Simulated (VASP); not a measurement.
A run of VASP 6.6.1 is set up as follows.

POSCAR

```
TaN
1.0
    0.0000000000      2.1979111207      2.1979111207
    2.1979111207      0.0000000000      2.1979111207
    2.1979111207      2.1979111207      0.0000000000
Ta N
1 1
Direct
    0.5000000000      0.5000000000      0.5000000000
    0.0000000000      0.0000000000      0.0000000000
```

INCAR.step1

```
ALGO     = Normal         # electronic algorithm
EDIFF    = 1E-4           # SCF threshold, eV
ENCUT    = 520            # plane-wave cutoff, eV
GGA      = PE             # functional
ISMEAR   = -1             # smearing method
LASPH    = True           # aspherical terms in the spheres
LCHARG   = False          # write CHGCAR
LREAL    = False          # projectors in reciprocal space
LWAVE    = True           # write WAVECAR
NBANDS   = 15             # bands
NELM     = 100            # most SCF steps
PREC     = Accurate       # precision mode
SIGMA    = 0.05           # smearing width, eV
```

File INCAR.step2:

```
ALGO     = Normal         # electronic algorithm
EDIFF    = 1E-6           # SCF threshold, eV
ENCUT    = 520            # plane-wave cutoff, eV
ISIF     = 2              # what is computed and relaxed
ISMEAR   = -1             # smearing method
ISTART   = 1            
LASPH    = True           # aspherical terms in the spheres
LCHARG   = False          # write CHGCAR
LMIXTAU  = True         
LREAL    = False          # projectors in reciprocal space
LWAVE    = False          # write WAVECAR
METAGGA  = R2SCAN         # meta-GGA
NBANDS   = 15             # bands
NELM     = 100            # most SCF steps
PREC     = Accurate       # precision mode
SIGMA    = 0.05           # smearing width, eV
```

The input KPOINTS:

```
k-points
0
Gamma
  10 10 10
```

Potentials or basis: VASP PAW PBE potentials, release 64 (Ta_pv, N).

Launch:

```sh
$ cat potpaw_PBE.64/Ta_pv/POTCAR potpaw_PBE.64/N/POTCAR > POTCAR
$ cp INCAR.step1 INCAR
$ mpirun -np 1 vasp_std > vasp.out
$ cp INCAR.step2 INCAR
$ mpirun -np 1 vasp_std > vasp.out
```

Problem. Predict the band gap on the k mesh.

Solution. Zero (bands 8 and 9 overlap by 4.10 eV).

Problem. Estimate the pressure.

Solution. 1.9 GPa.

Caveat: the PAW data sets were made with another functional, which shifts forces and pressure a little; spin-orbit coupling is left out, which moves the levels of the heavy elements.
